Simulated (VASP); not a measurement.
# Si (Fd-3m) in VASP: a series of runs

The runs below take Si through single point, relaxation of cell and atoms, with LDA.

Everything below comes from runs of VASP 6.6.1. Logs are shortened: lines on timing, memory, paths and dates and some standing lists are left out, and cuts for length are marked.

## (1) The cell of the first run

It takes space group Fd-3m (No. 227, cubic). Conventional cell: a = 5.402 Å, b = 5.402 Å, c = 5.402 Å, α = 90.00°, β = 90.00°, γ = 90.00°. Within 3.1 Å of Si (site symmetry -43m) lie 4 Si at 2.34 Å.

## (2) Single point, LDA

Contents of INCAR:

```
ALGO = Normal
EDIFF = 1E-7
ENCUT = 520
GGA = CA
ISIF = 2
ISMEAR = 0
LASPH = True
LCHARG = False
LREAL = False
LWAVE = False
NBANDS = 11
NELM = 100
PREC = Accurate
SIGMA = 0.01
```

Contents of KPOINTS:

```
k-points
0
Gamma
  8 8 8
```

Contents of POSCAR:

```
Si
1.0
    0.0000000000      2.7010582994      2.7010582994
    2.7010582994      0.0000000000      2.7010582994
    2.7010582994      2.7010582994      0.0000000000
Si
2
Direct
    0.7500000000      0.7500000000      0.7500000000
    0.5000000000      0.5000000000      0.5000000000
```

Potentials or basis: VASP PAW LDA potentials, release 64 (Si).

Launch:

```
cat potpaw_LDA.64/Si/POTCAR > POTCAR
mpirun -np 1 vasp_std > vasp.out
```

OUTCAR:

```text
EDIFF = 1E-7
   ENCUT = 520
   GGA = CA
   ISIF = 2
   ISMEAR = 0
   LASPH = True
   LREAL = False
   NELM = 100
   PREC = Accurate

 ion  position               nearest neighbor table
   1  0.750  0.750  0.750-   2 2.34   2 2.34   2 2.34   2 2.34
   2  0.500  0.500  0.500-   1 2.34   1 2.34   1 2.34   1 2.34

  LATTYP: Found a face centered cubic cell.
 ALAT       =     5.4021165988

  Lattice vectors:

 A1 = (   0.0000000000,   2.7010582994,   2.7010582994)
 A2 = (   2.7010582994,   0.0000000000,   2.7010582994)
 A3 = (   2.7010582994,   2.7010582994,   0.0000000000)

Analysis of symmetry for initial positions (statically):
=====================================================================
 Subroutine PRICEL returns:
 Original cell was already a primitive cell.

 Routine SETGRP: Setting up the symmetry group for a
 face centered cubic supercell.

 Subroutine GETGRP returns: Found 48 space group operations
 (whereof 24 operations were pure point group operations)
 out of a pool of 48 trial point group operations.

The static configuration has the point symmetry T_d .
 The point group associated with its full space group is O_h .

Analysis of symmetry for dynamics (positions and initial velocities):
=====================================================================
 Subroutine PRICEL returns:
 Original cell was already a primitive cell.

 Routine SETGRP: Setting up the symmetry group for a
 face centered cubic supercell.

 Subroutine GETGRP returns: Found 48 space group operations
 (whereof 24 operations were pure point group operations)
 out of a pool of 48 trial point group operations.

The dynamic configuration has the point symmetry T_d .
 The point group associated with its full space group is O_h .

 Subroutine INISYM returns: Found 48 space group operations
 (whereof 24 operations are pure point group operations),
 and found     1 'primitive' translations

----------------------------------------------------------------------------------------

                                     Primitive cell

  volume of cell :      39.4123

  direct lattice vectors                    reciprocal lattice vectors
     0.000000000  2.701058299  2.701058299    -0.185112628  0.185112628  0.185112628
     2.701058299  0.000000000  2.701058299     0.185112628 -0.185112628  0.185112628
     2.701058299  2.701058299  0.000000000     0.185112628  0.185112628 -0.185112628

  length of vectors
     3.819873280  3.819873280  3.819873280     0.320624477  0.320624477  0.320624477

  position of ions in fractional coordinates (direct lattice)
     0.750000000  0.750000000  0.750000000
     0.500000000  0.500000000  0.500000000

  ion indices of the primitive-cell ions
   primitive index   ion index
                 1           1
                 2           2

----------------------------------------------------------------------------------------

 KPOINTS: k-points

Automatic generation of k-mesh.
 Grid dimensions read from file:
 generate k-points for:    8    8    8

 Generating k-lattice:

  Cartesian coordinates                     Fractional coordinates (reciprocal lattice)
    -0.023139078  0.023139078  0.023139078     0.125000000  0.000000000  0.000000000
     0.023139078 -0.023139078  0.023139078     0.000000000  0.125000000  0.000000000
     0.023139078  0.023139078 -0.023139078     0.000000000  0.000000000  0.125000000

  Length of vectors
     0.040078060  0.040078060  0.040078060

  Shift w.r.t. Gamma in fractional coordinates (k-lattice)
     0.000000000  0.000000000  0.000000000

 Subroutine IBZKPT returns following result:
 ===========================================

 Found     29 irreducible k-points:

 Following reciprocal coordinates:
            Coordinates               Weight
  0.000000  0.000000  0.000000      1.000000
  0.125000  0.000000  0.000000      8.000000
  0.250000  0.000000  0.000000      8.000000
  0.375000  0.000000  0.000000      8.000000
  0.500000  0.000000  0.000000      4.000000
  0.125000  0.125000  0.000000      6.000000
[... 16 lines left out ...]
  0.500000  0.250000  0.125000     48.000000
 -0.375000  0.250000  0.125000     24.000000
 [... further k-points ...]
   k-points           NKPTS =     29   k-points in BZ     NKDIM =     29   number of bands    NBANDS=     11
   number of dos      NEDOS =    301   number of ions     NIONS =      2
   total plane-waves  NPLWV =  21952
   dimension x,y,z NGX =    28 NGY =   28 NGZ =   28
   dimension x,y,z NGXF=    56 NGYF=   56 NGZF=   56
   ions per type =               2
   NGX,Y,Z   is equivalent  to a cutoff of  12.19, 12.19, 12.19 a.u.
   NGXF,Y,Z  is equivalent  to a cutoff of  24.37, 24.37, 24.37 a.u.
 SYSTEM =  unknown system
   PREC   = accura    normal or accurate (medium, high low for compatibility)
   ISTART =      0    job   : 0-new  1-cont  2-samecut
   ICHARG =      2    charge: 1-file 2-atom 10-const
   ISPIN  =      1    spin polarized calculation?
   LNONCOLLINEAR =      F non collinear calculations
   LSORBIT =      F    spin-orbit coupling
   LASPH  =      T    aspherical Exc in radial PAW
   ENCUT  =  520.0 eV  38.22 Ry    6.18 a.u.   7.10  7.10  7.10*2*pi/ulx,y,z
   NELM   =    100;   NELMIN=  2; NELMDL= -5     # of ELM steps
   EDIFF  = 0.1E-06   stopping-criterion for ELM
   LREAL  =      F    real-space projection
   EDIFFG = 0.1E-05   stopping-criterion for IOM
   NSW    =      0    number of steps for IOM
   IBRION =     -1    ionic relax: 0-MD 1-quasi-New 2-CG
   NFREE  =      0    steps in history (QN), initial steepest desc. (CG)
   ISIF   =      2    stress and relaxation
   ISYM   =      2    0-nonsym 1-usesym 2-fastsym
   POTIM  = 0.5000    time-step for ionic-motion
   TEBEG  =    0.0;   TEEND  =   0.0 temperature during run
   PSTRESS=    0.0 pullay stress
   NELECT =       8.0000    total number of electrons
   NUPDOWN=      -1.0000    fix difference up-down
   EMIN   =  10.00;   EMAX   =-10.00  energy-range for DOS
   EFERMI =   0.00;   METHOD = LEGACY
   ISMEAR =     0;   SIGMA  =   0.01  broadening in eV -4-tet -1-fermi 0-gaus
   EFERMI_NEDOS =   21; number of points for ismear=-14 and -15
   IALGO  =     38    algorithm
   IMIX   =      4    mixing-type and parameters
     AMIX     =   0.40;   BMIX     =  1.00
     AMIX_MAG =   1.60;   BMIX_MAG =  1.00
  volume/ion in A,a.u.               =      19.71       132.98
  Fermi-wavevector in a.u.,A,eV,Ry     =   0.962116  1.818136 12.594473  0.925668
  Thomas-Fermi vector in A             =   2.091547
   LORBIT       =      0    0 simple, 1 ext, 2 COOP (PROOUT), +10 PAW based schemes
   GGA     = CA    functional components
   LHFCALC =     F    Hartree Fock is set to
   AEXX    =    0.0000 exact exchange contribution
   IVDW    =     0    specifies the selected vdW correction
   LEPSILON=     F    determine dielectric tensor
   LRPA    =     F    only Hartree local field effects (RPA)
 non-spin polarized calculation
 Gauss-broadening in eV      SIGMA  =   0.01
  energy-cutoff  :      520.00
  volume of cell :       39.41
 maximum number of plane-waves:      1072
   NGX = 15   NGY = 15   NGZ = 15

 number of electron       8.0000001 magnetization

 Free energy of the ion-electron system (eV)
  ---------------------------------------------------
  ext. energy  EPLUGINS =         0.00000000
  ---------------------------------------------------
  free energy    TOTEN  =       -11.91557058 eV

  energy without entropy =      -11.91557058  energy(sigma->0) =      -11.91557058

 E-fermi :   5.9941     XC(G=0):  -9.6648

 val. band max:        5.9340056466   @ k =   0.0000   0.0000   0.0000
 cond. band min:       6.4235537951   @ k =   0.3750   0.3750   0.0000
 fundamental gap:      0.4895481485
 Fermi energy:         5.9941251141

 k-point     1 :       0.0000    0.0000    0.0000
  band No.  band energies     occupation
      1      -6.1324      2.00000
      2       5.9340      2.00000
      3       5.9340      2.00000
      4       5.9340      2.00000
      5       8.4641      0.00000
      6       8.4641      0.00000
      7       8.4641      0.00000
      8       9.3251      0.00000
      9      13.6691      0.00000
     10      13.6691      0.00000
     11      13.6778      0.00000

 k-point     2 :       0.1250    0.0000    0.0000
  band No.  band energies     occupation
      1      -5.9254      2.00000
      2       4.3168      2.00000
      3       5.6399      2.00000
      4       5.6399      2.00000
      5       8.4016      0.00000
      6       8.8947      0.00000
      7       8.8947      0.00000
      8      10.6566      0.00000
      9      13.1581      0.00000
     10      13.1581      0.00000
     11      14.4918      0.00000

 k-point     3 :       0.2500    0.0000    0.0000
  band No.  band energies     occupation
      1      -5.3209      2.00000
      2       1.9620      2.00000
      3       5.1648      2.00000
      4       5.1648      2.00000
      5       7.9171      0.00000
      6       9.4090      0.00000
      7       9.4090      0.00000
      8      12.8281      0.00000
      9      13.1027      0.00000
     10      13.1027      0.00000
     11      14.7624      0.00000

 k-point     4 :       0.3750    0.0000    0.0000
  band No.  band energies     occupation
      1      -4.4104      2.00000
      2      -0.0861      2.00000
      3       4.8368      2.00000
      4       4.8368      2.00000
      5       7.5487      0.00000
      6       9.3366      0.00000
      7       9.3366      0.00000
      8      13.6463      0.00000
      9      14.5056      0.00000
     10      14.5056      0.00000
     11      15.5627      0.00000

 k-point     5 :       0.5000    0.0000    0.0000
  band No.  band energies     occupation
      1      -3.7535      2.00000
      2      -1.1313      2.00000
      3       4.7250      2.00000
      4       4.7250      2.00000
      5       7.4197      0.00000
      6       9.2184      0.00000
      7       9.2184      0.00000
      8      13.4707      0.00000
      9      16.4918      0.00000
     10      16.4918      0.00000
     11      17.2112      0.00000
[... 211 lines left out ...]
 k-point    21 :       0.5000    0.5000    0.0000
  band No.  band energies     occupation
      1      -1.9310      2.00000
      2      -1.9310      2.00000
      3       3.0393      2.00000
      4       3.0393      2.00000
      5       6.5070      0.00000
      6       6.5070      0.00000
      7      16.0472      0.00000
      8      16.0472      0.00000
      9      16.9059      0.00000
     10      16.9059      0.00000
     11      18.5122      0.00000

 k-point    22 :       0.3750    0.2500    0.1250
  band No.  band energies     occupation
      1      -4.7836      2.00000
      2       1.6232      2.00000
      3       3.1583      2.00000
      4       4.4833      2.00000
      5       8.3135      0.00000
      6       9.8045      0.00000
      7      10.0491      0.00000
      8      11.4189      0.00000
      9      13.7133      0.00000
     10      16.2129      0.00000
     11      16.9130      0.00000

 k-point    23 :       0.5000    0.2500    0.1250
  band No.  band energies     occupation
      1      -3.8793      2.00000
      2       0.0461      2.00000
      3       2.5452      2.00000
      4       3.9681      2.00000
      5       8.7406      0.00000
      6       9.4300      0.00000
      7      10.8987      0.00000
      8      11.8482      0.00000
      9      14.9432      0.00000
     10      15.6214      0.00000
     11      17.8685      0.00000

 k-point    24 :      -0.3750    0.2500    0.1250
  band No.  band energies     occupation
      1      -3.2091      2.00000
      2      -0.9226      2.00000
      3       2.4186      2.00000
      4       3.7324      2.00000
      5       8.9540      0.00000
      6       8.9737      0.00000
      7      11.8261      0.00000
      8      13.0022      0.00000
      9      13.3015      0.00000
     10      16.4669      0.00000
     11      17.6274      0.00000

 [... further k-points ...]

------------------------ aborting loop because EDIFF is reached ----------------------------------------

  FORCE on cell =-STRESS in cart. coord.  units (eV):
  Direction    XX          YY          ZZ          XY          YZ          ZX
  --------------------------------------------------------------------------------------
  -------------------------------------------------------------------------------------
  Total        0.0114840      0.0114840      0.0114840      0.0000000      0.0000000      0.0000000
  in kB        0.4668425      0.4668425      0.4668425      0.0000000      0.0000000      0.0000000
  external PRESSURE =       0.4668425 kB  Pullay stress =       0.0000000 kB

 VOLUME and BASIS-vectors are now :
 -----------------------------------------------------------------------------
  energy-cutoff  :      520.00
  volume of cell :       39.41
      direct lattice vectors                 reciprocal lattice vectors
     0.000000000  2.701058299  2.701058299    -0.185112628  0.185112628  0.185112628
     2.701058299  0.000000000  2.701058299     0.185112628 -0.185112628  0.185112628
     2.701058299  2.701058299  0.000000000     0.185112628  0.185112628 -0.185112628

 POSITION                                       TOTAL-FORCE (eV/Angst)
 -----------------------------------------------------------------------------------
      4.05159      4.05159      4.05159         0.000000      0.000000     -0.000000
      2.70106      2.70106      2.70106        -0.000000     -0.000000      0.000000
 -----------------------------------------------------------------------------------
    total drift:                                0.000000      0.000000     -0.000000

  FREE ENERGIE OF THE ION-ELECTRON SYSTEM (eV)
  ---------------------------------------------------
  free  energy   TOTEN  =       -11.9155705797 eV

  energy  without entropy=      -11.9155705797  energy(sigma->0) =      -11.91557058
```

It took 12 s on 1 thread of AMD EPYC 7R13, shared host; peak memory 0.1 GiB.

Results:

```
Free energy            : -11.9156 eV
Pressure               : 0.0 GPa
Band gap on the k mesh : 0.49 eV (least direct gap 2.53 eV)
```

Levels at points of the mesh, in eV from the valence-band top:
```
           k point  band 1  band 2  band 3  band 4  band 5  band 6  band 7  band 8
(0.00, 0.00, 0.00)  -12.07    0.00    0.00    0.00    2.53    2.53    2.53    3.39
(0.50, 0.00, 0.00)   -9.69   -7.07   -1.21   -1.21    1.49    3.28    3.28    7.54
(0.50, 0.50, 0.00)   -7.87   -7.87   -2.89   -2.89    0.57    0.57   10.11   10.11
```

Caveat: semilocal functionals underestimate gaps, and a narrow one can read as zero.

## (3) Relaxation of cell and atoms, LDA

This run uses another cell than the first one, of 19.98 Å³/atom.

Contents of INCAR:

```
SYSTEM = Si
ALGO = Normal ; EDIFF = 1E-6
EDIFFG = -0.01 ; ENCUT = 600
IBRION = 2 ; ISIF = 3
ISMEAR = 0 ; LASPH = .TRUE.
LCHARG = .FALSE. ; LREAL = .FALSE.
LWAVE = .FALSE. ; NELM = 80
NSW = 80 ; PREC = Accurate
SIGMA = 0.01
```

Contents of KPOINTS:

```
k-points
0
G
  8 8 8
  0 0 0
```

Contents of POSCAR:

```
Si
1.0
    0.0000000000      2.7135600000      2.7135600000
    2.7135600000      0.0000000000      2.7135600000
    2.7135600000      2.7135600000      0.0000000000
Si
2
Direct
    0.7500000000      0.7500000000      0.7500000000
    0.5000000000      0.5000000000      0.5000000000
```

Potentials or basis: VASP PAW LDA potentials, release 64 (Si).

Launch:

```
cat potpaw_LDA.64/Si/POTCAR > POTCAR
mpirun -np 1 vasp_std > vasp.out
```

Wall time 22 s (1 thread of AMD EPYC 7R13, shared host); peak memory 0.12 GiB.

The run converged. Its results:

- Free energy: -11.9158 eV
- Relaxed volume: 19.72 Å³/atom
- Relaxed cell: a = 3.821 Å, b = 3.821 Å, c = 3.821 Å, α = 60.00°, β = 60.00°, γ = 60.00°
- Space group after relaxing (to 0.1 Å): Fd-3m (No. 227)
- Energy gained by relaxing: 1.0 meV/atom
- Ionic steps: 3
- Pressure after relaxing: 0.0 GPa
- Band gap on the k mesh: 0.49 eV (least direct gap 2.53 eV)

The path:
```
step  energy change (eV)  largest force (eV/Å)  pressure (GPa)  volume (Å³)
   1              0.0000                0.0000           -1.25        39.96
   2             -0.0010                0.0000            0.92        39.07
   3             -0.0021                0.0000            0.00        39.43
```

Final structure:
```yaml
crystal:
  lattice:
    - [0.00000, 2.70157, 2.70157]
    - [2.70157, 0.00000, 2.70157]
    - [2.70157, 2.70157, 0.00000]
  atoms:
    - { symbol: Si, position: [0.75000, 0.75000, 0.75000] }
    - { symbol: Si, position: [0.50000, 0.50000, 0.50000] }
```

Levels at points of the mesh, in eV from the valence-band top:
```
           k point  band 2  band 3  band 4  band 5  band 6  band 7
(0.00, 0.00, 0.00)    0.00    0.00    0.00    2.53    2.53    2.53
(0.50, 0.00, 0.00)   -7.06   -1.21   -1.21    1.48    3.28    3.28
(0.50, 0.50, 0.00)   -7.86   -2.89   -2.89    0.57    0.57   10.11
```

Caveat: semilocal functionals underestimate gaps, and a narrow one can read as zero.
